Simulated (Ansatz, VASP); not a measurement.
Two plane-wave programs on MgS

```xyz
4
Lattice="4.3574 0.0000 0.0000 -2.1787 3.7736 0.0000 0.0000 0.0000 5.9177" Properties=species:S:1:pos:R:3 pbc="T T T"
Mg    2.1787    1.2579    2.9337
Mg    0.0000    2.5157    5.8926
S     0.0000    2.5157    2.2443
S     2.1787    1.2579    5.2031
```

Change from the starting cell: strain +0.080 along x and y, -0.080 along z, atoms carried along.

Alike in both runs: task single point; functional PBEsol; k mesh 6 × 6 × 4; occupations gaussian, width 0.05 eV; no spin polarisation.

|  | VASP | Ansatz |
| --- | --- | --- |
| version | VASP 6.6.1 | Ansatz 0.2.0 |
| potentials or method | VASP PAW PBE potentials, release 64 (Mg, S), cutoff 520 eV | scalar-relativistic, plane waves, PAW |
| valence electrons in the cell | 16 | 32 |

Ansatz gave:

- gap on the k mesh at the Fermi level (eV): 2.76
- least direct gap on the mesh (eV): 2.76
- pressure (GPa): -2.1
- traceless stress, the component that is largest in VASP (GPa): 9.76
- rms of the force components (eV/Å): 0.807

Problem. What did VASP give for the same quantities?

Solution. gap on the k mesh at the Fermi level (eV): 2.75; least direct gap on the mesh (eV): 2.75; pressure (GPa): -2.2; traceless stress, the component that is largest in VASP (GPa): 9.81; rms of the force components (eV/Å): 0.810.

VASP's potentials were made for PBE, not for PBEsol. Atom by atom the forces differ by 0.002 eV/Å (rms over components). With one functional, cell and mesh, what is left measures potentials, basis and numerics. VASP's potentials hold 16 valence electrons a cell and Ansatz's 32, so a difference there can come from the potentials and not from the codes.
